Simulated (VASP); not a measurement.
# TaN (Fm-3m) in VASP: further runs

The runs below take TaN through relaxation of cell and atoms, single point, with LDA.

Everything below comes from runs of VASP 6.6.1. Logs are shortened: lines on timing, memory, paths and dates and some standing lists are left out, and cuts for length are marked.

## (1) The cell of the first run

Symmetry: Fm-3m, No. 225, cubic system. The conventional cell has a = 4.349 Å, b = 4.349 Å, c = 4.349 Å, α = 90.00°, β = 90.00°, γ = 90.00°. Within 2.9 Å of Ta (site symmetry m-3m) lie 6 N at 2.17 Å. Within 2.9 Å of N (site symmetry m-3m) lie 6 Ta at 2.17 Å.

## (2) Relaxation of cell and atoms, LDA

File INCAR:

```
PREC = Accurate
ENCUT = 600
EDIFF = 1E-6
ISMEAR = -1
SIGMA = 0.15
LREAL = False
LASPH = True
NELM = 60
ALGO = Normal
ISIF = 3
LWAVE = False
LCHARG = False
IBRION = 2
NSW = 80
EDIFFG = -0.001
```

File KPOINTS:

```
regular mesh
0
Gamma
  16 16 16
```

File POSCAR:

```
TaN
1.0
    0.0000000000      2.1743265497      2.1743265497
    2.1743265497      0.0000000000      2.1743265497
    2.1743265497      2.1743265497      0.0000000000
Ta N
1 1
Direct
    0.5000000000      0.5000000000      0.5000000000
    0.0000000000      0.0000000000      0.0000000000
```

Potentials or basis: VASP PAW LDA potentials, release 64 (Ta_pv, N).

On the command line:

```console
$ cat potpaw_LDA.64/Ta_pv/POTCAR potpaw_LDA.64/N/POTCAR > POTCAR
$ mpirun -np 1 vasp_std > vasp.out
```

OUTCAR:

```text
PREC = Accurate
   ENCUT = 600
   EDIFF = 1E-6
   ISMEAR = -1
   LREAL = False
   LASPH = True
   NELM = 60
   ISIF = 3
   IBRION = 2
   NSW = 80
   EDIFFG = -0.001

 ion  position               nearest neighbor table
   1  0.500  0.500  0.500-   2 2.17   2 2.17   2 2.17   2 2.17   2 2.17   2 2.17
   2  0.000  0.000  0.000-   1 2.17   1 2.17   1 2.17   1 2.17   1 2.17   1 2.17

  LATTYP: Found a face centered cubic cell.
 ALAT       =     4.3486530994

  Lattice vectors:

 A1 = (   0.0000000000,   2.1743265497,   2.1743265497)
 A2 = (   2.1743265497,   0.0000000000,   2.1743265497)
 A3 = (   2.1743265497,   2.1743265497,   0.0000000000)

Analysis of symmetry for initial positions (statically):
=====================================================================
 Subroutine PRICEL returns:
 Original cell was already a primitive cell.

 Routine SETGRP: Setting up the symmetry group for a
 face centered cubic supercell.

 Subroutine GETGRP returns: Found 48 space group operations
 (whereof 48 operations were pure point group operations)
 out of a pool of 48 trial point group operations.

The static configuration has the point symmetry O_h .

Analysis of symmetry for dynamics (positions and initial velocities):
=====================================================================
 Subroutine PRICEL returns:
 Original cell was already a primitive cell.

 Routine SETGRP: Setting up the symmetry group for a
 face centered cubic supercell.

 Subroutine GETGRP returns: Found 48 space group operations
 (whereof 48 operations were pure point group operations)
 out of a pool of 48 trial point group operations.

The dynamic configuration has the point symmetry O_h .

 Subroutine INISYM returns: Found 48 space group operations
 (whereof 48 operations are pure point group operations),
 and found     1 'primitive' translations

----------------------------------------------------------------------------------------

                                     Primitive cell

  volume of cell :      20.5591

  direct lattice vectors                    reciprocal lattice vectors
     0.000000000  2.174326550  2.174326550    -0.229956259  0.229956259  0.229956259
     2.174326550  0.000000000  2.174326550     0.229956259 -0.229956259  0.229956259
     2.174326550  2.174326550  0.000000000     0.229956259  0.229956259 -0.229956259

  length of vectors
     3.074962096  3.074962096  3.074962096     0.398295925  0.398295925  0.398295925

  position of ions in fractional coordinates (direct lattice)
     0.500000000  0.500000000  0.500000000
     0.000000000  0.000000000  0.000000000

  ion indices of the primitive-cell ions
   primitive index   ion index
                 1           1
                 2           2

----------------------------------------------------------------------------------------

 KPOINTS: regular mesh

Automatic generation of k-mesh.
 Grid dimensions read from file:
 generate k-points for:   16   16   16

 Generating k-lattice:

  Cartesian coordinates                     Fractional coordinates (reciprocal lattice)
    -0.014372266  0.014372266  0.014372266     0.062500000  0.000000000  0.000000000
     0.014372266 -0.014372266  0.014372266     0.000000000  0.062500000  0.000000000
     0.014372266  0.014372266 -0.014372266     0.000000000  0.000000000  0.062500000

  Length of vectors
     0.024893495  0.024893495  0.024893495

  Shift w.r.t. Gamma in fractional coordinates (k-lattice)
     0.000000000  0.000000000  0.000000000

 Subroutine IBZKPT returns following result:
 ===========================================

 Found    145 irreducible k-points:

 Following reciprocal coordinates:
            Coordinates               Weight
  0.000000  0.000000  0.000000      1.000000
  0.062500  0.000000  0.000000      8.000000
  0.125000  0.000000  0.000000      8.000000
  0.187500  0.000000  0.000000      8.000000
  0.250000  0.000000  0.000000      8.000000
  0.312500  0.000000  0.000000      8.000000
[... 16 lines left out ...]
 -0.125000  0.062500  0.000000     24.000000
 -0.062500  0.062500  0.000000     12.000000
 [... further k-points ...]
   k-points           NKPTS =    145   k-points in BZ     NKDIM =    145   number of bands    NBANDS=     12
   number of dos      NEDOS =    301   number of ions     NIONS =      2
   total plane-waves  NPLWV =  21952
   dimension x,y,z NGX =    28 NGY =   28 NGZ =   28
   dimension x,y,z NGXF=    56 NGYF=   56 NGZF=   56
   ions per type =               1   1
   NGX,Y,Z   is equivalent  to a cutoff of  15.14, 15.14, 15.14 a.u.
   NGXF,Y,Z  is equivalent  to a cutoff of  30.28, 30.28, 30.28 a.u.
 SYSTEM =  unknown system
   PREC   = accura    normal or accurate (medium, high low for compatibility)
   ISTART =      0    job   : 0-new  1-cont  2-samecut
   ICHARG =      2    charge: 1-file 2-atom 10-const
   ISPIN  =      1    spin polarized calculation?
   LNONCOLLINEAR =      F non collinear calculations
   LSORBIT =      F    spin-orbit coupling
   LASPH  =      T    aspherical Exc in radial PAW
   ENCUT  =  600.0 eV  44.10 Ry    6.64 a.u.   6.14  6.14  6.14*2*pi/ulx,y,z
   NELM   =     60;   NELMIN=  2; NELMDL= -5     # of ELM steps
   EDIFF  = 0.1E-05   stopping-criterion for ELM
   LREAL  =      F    real-space projection
   EDIFFG = -.1E-02   stopping-criterion for IOM
   NSW    =     80    number of steps for IOM
   IBRION =      2    ionic relax: 0-MD 1-quasi-New 2-CG
   NFREE  =      1    steps in history (QN), initial steepest desc. (CG)
   ISIF   =      3    stress and relaxation
   ISYM   =      2    0-nonsym 1-usesym 2-fastsym
   POTIM  = 0.5000    time-step for ionic-motion
   TEBEG  =    0.0;   TEEND  =   0.0 temperature during run
   PSTRESS=    0.0 pullay stress
   NELECT =      16.0000    total number of electrons
   NUPDOWN=      -1.0000    fix difference up-down
   EMIN   =  10.00;   EMAX   =-10.00  energy-range for DOS
   EFERMI =   0.00;   METHOD = LEGACY
   ISMEAR =    -1;   SIGMA  =   0.15  broadening in eV -4-tet -1-fermi 0-gaus
   EFERMI_NEDOS =   21; number of points for ismear=-14 and -15
   IALGO  =     38    algorithm
   IMIX   =      4    mixing-type and parameters
     AMIX     =   0.40;   BMIX     =  1.00
     AMIX_MAG =   1.60;   BMIX_MAG =  1.00
  volume/ion in A,a.u.               =      10.28        69.37
  Fermi-wavevector in a.u.,A,eV,Ry     =   1.505844  2.845633 30.852121  2.267567
  Thomas-Fermi vector in A             =   2.616640
   LORBIT       =      0    0 simple, 1 ext, 2 COOP (PROOUT), +10 PAW based schemes
   GGA     = CA    functional components
   LHFCALC =     F    Hartree Fock is set to
   AEXX    =    0.0000 exact exchange contribution
   IVDW    =     0    specifies the selected vdW correction
   LEPSILON=     F    determine dielectric tensor
   LRPA    =     F    only Hartree local field effects (RPA)
 conjugate gradient relaxation of ions
 non-spin polarized calculation
  energy-cutoff  :      600.00
  volume of cell :       20.56
 maximum number of plane-waves:       701
 NGX is ok and might be reduce to    28
   NGX = 13   NGY = 13   NGZ = 13

--------------------------------------- Ionic step        1  -------------------------------------------

 number of electron      16.0000001 magnetization

 Free energy of the ion-electron system (eV)
  ---------------------------------------------------
  ext. energy  EPLUGINS =         0.00000000
  ---------------------------------------------------
  free energy    TOTEN  =       -24.17786107 eV

  energy without entropy =      -24.11812137  energy(sigma->0) =      -24.14799122

------------------------ aborting loop because EDIFF is reached ----------------------------------------

  FORCE on cell =-STRESS in cart. coord.  units (eV):
  Direction    XX          YY          ZZ          XY          YZ          ZX
  --------------------------------------------------------------------------------------
  -------------------------------------------------------------------------------------
  Total        0.2853283      0.2853283      0.2853283      0.0000000     -0.0000000      0.0000000
  in kB       22.2357191     22.2357191     22.2357191      0.0000000     -0.0000000      0.0000000
  external PRESSURE =      22.2357191 kB  Pullay stress =       0.0000000 kB
[... 237 lines left out ...]
  energy  without entropy=      -24.1185261979  energy(sigma->0) =      -24.14861000

--------------------------------------- Ionic step        8  -------------------------------------------

 number of electron      16.0000001 magnetization

 Free energy of the ion-electron system (eV)
  ---------------------------------------------------
  ext. energy  EPLUGINS =         0.00000000
  ---------------------------------------------------
  free energy    TOTEN  =       -24.17869424 eV

  energy without entropy =      -24.11851680  energy(sigma->0) =      -24.14860552

 E-fermi :   9.7127     XC(G=0): -13.8127

 val. band max:        9.7010380629   @ k =  -0.3125   0.3750   0.1875
 cond. band min:       9.7195608573   @ k =  -0.3125   0.3125   0.1250
 fundamental gap:      0.0185227944
 Fermi energy:         9.7127114057

 k-point     1 :       0.0000    0.0000    0.0000
  band No.  band energies     occupation
      1     -25.7819      2.00000
      2     -25.7819      2.00000
      3     -25.7819      2.00000
      4      -9.1162      2.00000
      5       5.8726      2.00000
      6       5.8726      2.00000
      7       5.8726      2.00000
      8       7.5112      2.00000
      9       7.5112      2.00000
     10       7.5112      2.00000
     11       9.7263      0.95468
     12       9.7263      0.95468
[... 331 lines left out ...]
 k-point    24 :      -0.0625    0.0625    0.0000
  band No.  band energies     occupation
      1     -25.8776      2.00000
      2     -25.8070      2.00000
      3     -25.7841      2.00000
      4      -8.8482      2.00000
      5       4.6390      2.00000
      6       4.9289      2.00000
      7       5.2928      2.00000
      8       7.6916      2.00000
      9       7.9383      1.99999
     10       8.2500      1.99988
     11      10.1985      0.07548
     12      11.0761      0.00023

 [... further k-points ...]

------------------------ aborting loop because EDIFF is reached ----------------------------------------

  FORCE on cell =-STRESS in cart. coord.  units (eV):
  Direction    XX          YY          ZZ          XY          YZ          ZX
  --------------------------------------------------------------------------------------
  -------------------------------------------------------------------------------------
  Total        0.0003366      0.0003366      0.0003366     -0.0000000     -0.0000000      0.0000000
  in kB        0.0260779      0.0260779      0.0260779     -0.0000000     -0.0000000      0.0000000
  external PRESSURE =       0.0260779 kB  Pullay stress =       0.0000000 kB
[... 17 lines left out ...]
  FREE ENERGIE OF THE ION-ELECTRON SYSTEM (eV)
  ---------------------------------------------------
  free  energy   TOTEN  =       -24.1786942424 eV

  energy  without entropy=      -24.1185168015  energy(sigma->0) =      -24.14860552

 reached required accuracy - stopping structural energy minimisation
```

Run time: 68 s. Hardware: 1 thread of Intel Xeon 6975P-C (Granite Rapids), shared host; peak memory 0.19 GiB.

Results:

| Property | Result |
| --- | --- |
| Free energy | -24.1787 eV |
| Relaxed volume | 10.34 Å³/atom |
| Relaxed cell | a = 3.081 Å, b = 3.081 Å, c = 3.081 Å, α = 60.00°, β = 60.00°, γ = 60.00° |
| Space group after relaxing (to 0.05 Å) | Fm-3m (No. 225) |
| Energy gained by relaxing | 0.4 meV/atom |
| Ionic steps | 8 |
| Pressure after relaxing | 0.0 GPa |
| Band gap on the k mesh | zero (band 8 reaches 11.69 eV, above the bottom of band 9 at 7.51 eV) |

Step by step:
```tsv
step	energy change (eV)	largest force (eV/Å)	pressure (GPa)	volume (Å³)
1	0.0000	0.0000	2.22	20.56
2	0.0043	0.0000	-5.30	20.99
3	-0.0008	0.0000	-0.02	20.68
4	-0.0008	0.0000	-0.02	20.68
5	-0.0006	0.0000	1.06	20.62
6	-0.0008	0.0000	0.14	20.68
7	-0.0008	0.0000	0.10	20.68
8	-0.0008	0.0000	0.00	20.68
```

Final structure:
```yaml
crystal:
  lattice:
    - [0.00000, 2.17859, 2.17859]
    - [2.17859, 0.00000, 2.17859]
    - [2.17859, 2.17859, 0.00000]
  atoms:
    - { symbol: Ta, position: [0.50000, 0.50000, 0.50000] }
    - { symbol: N, position: [0.00000, 0.00000, 0.00000] }
```

Levels at points of the mesh, in eV from the Fermi level:
```csv
k point,band 4,band 5,band 6,band 7,band 8,band 9,band 10,band 11,band 12
"(0.00, 0.00, 0.00)",-18.83,-3.84,-3.84,-3.84,-2.20,-2.20,-2.20,0.01,0.01
"(0.50, 0.00, 0.00)",-15.54,-10.55,-7.76,-7.76,1.98,1.98,2.09,4.05,7.81
"(0.50, 0.50, 0.00)",-17.55,-6.58,-5.66,-4.62,-4.62,2.15,3.70,3.70,4.93
```

Caveat: spin-orbit coupling is left out, which moves the levels of the heavy elements.

[end of part 1 of 2]
